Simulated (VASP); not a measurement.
A run of VASP 6.6.1 is set up as follows.

INCAR

```
  PREC = Accurate
  ENCUT = 520
  EDIFF = 1E-6
  ISMEAR = -1
  SIGMA = 0.1
  LREAL = F
  LASPH = T
  NELM = 80
  ALGO = Normal
  ISIF = 2
  LWAVE = F
  LCHARG = T
  GGA = PS
  LELF = T
  LVHAR = T
  NBANDS = 21
```

KPOINTS

```
Automatic mesh
0
Gamma
  14 14 14
```

Contents of POSCAR:

```
W
1.0
    0.0000000000      2.7164080346      2.7164080346
    2.7164080346      0.0000000000      2.7164080346
    2.7164080346      2.7164080346      0.0000000000
W
2
Direct
   -0.1250000000     -0.1250000000     -0.1250000000
    0.1250000000      0.1250000000      0.1250000000
```

Potentials or basis: VASP PAW PBE potentials, release 64 (W_sv).

The run is started by

```sh
$ cat potpaw_PBE.64/W_sv/POTCAR > POTCAR
$ mpirun -np 1 vasp_std > vasp.out
```

Q: Estimate the pressure.

A: 33.6 GPa.

Q: Predict the band gap on the k mesh.

A: Zero (band 14 reaches 7.91 eV, above the bottom of band 15 at 6.91 eV).

Caveat: the PAW data sets were made with another functional, which shifts forces and pressure a little; spin-orbit coupling is left out, which moves the levels of the heavy elements.
